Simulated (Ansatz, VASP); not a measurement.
## Two plane-wave programs on ZnSe

```
CELL_PARAMETERS angstrom
0.00000 2.83380 2.83380
2.83380 0.00000 2.83380
2.83380 2.83380 0.00000
ATOMIC_POSITIONS crystal
Zn 0.00000 0.00000 0.00000
Se 0.75000 0.75000 0.75000
```

Alike in both runs: task single point; functional LDA; k mesh 8 × 8 × 8; occupations gaussian, width 0.05 eV; no spin polarisation.

|  | VASP | Ansatz |
| --- | --- | --- |
| version | VASP 6.6.1 | Ansatz 0.2.0 |
| potentials or method | VASP PAW LDA potentials, release 64 (Zn, Se), cutoff 520 eV | scalar-relativistic, plane waves, PAW |
| valence electrons in the cell | 18 | 28 |

```tsv
	VASP	Ansatz	Ansatz less VASP
gap on the k mesh at the Fermi level (eV)	1.07	1.03	-0.037
least direct gap on the mesh (eV)	1.07	1.03	-0.037
pressure (GPa)	-3.1	-3.4	-0.30
```

LDA's correlation is that of Perdew and Zunger in VASP and of Perdew and Wang (1992) in Ansatz. VASP's potentials hold 18 valence electrons a cell and Ansatz's 28, so a difference there can come from the potentials and not from the codes.
